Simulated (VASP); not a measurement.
Input of a VASP 6.6.1 run:

Contents of INCAR:

```
  PREC = Accurate
  ENCUT = 520
  EDIFF = 1E-7
  ISMEAR = 0
  SIGMA = 0.025
  LREAL = F
  LASPH = T
  NELM = 100
  ALGO = Normal
  ISIF = 2
  LWAVE = F
  LCHARG = T
  GGA = PE
  LELF = T
  LVHAR = T
  NBANDS = 12
```

The input KPOINTS:

```
regular mesh
0
Gamma
  11 11 11
```

Contents of POSCAR:

```
Ti
1.0
    0.0000000000      2.0300000000      2.0300000000
    2.0300000000      0.0000000000      2.0300000000
    2.0300000000      2.0300000000      0.0000000000
Ti
1
Direct
    0.0000000000      0.0000000000      0.0000000000
```

Potentials or basis: VASP PAW PBE potentials, release 64 (Ti_sv).

Run with:

```bash
$ cat potpaw_PBE.64/Ti_sv/POTCAR > POTCAR
$ mpirun -np 1 vasp_std > vasp.out
```

(1) Predict the pressure.

(2) Predict the band gap on the k mesh.

Answers

(1) 3.5 GPa.

(2) zero (band 6 reaches 9.54 eV, above the bottom of band 7 at 8.35 eV).
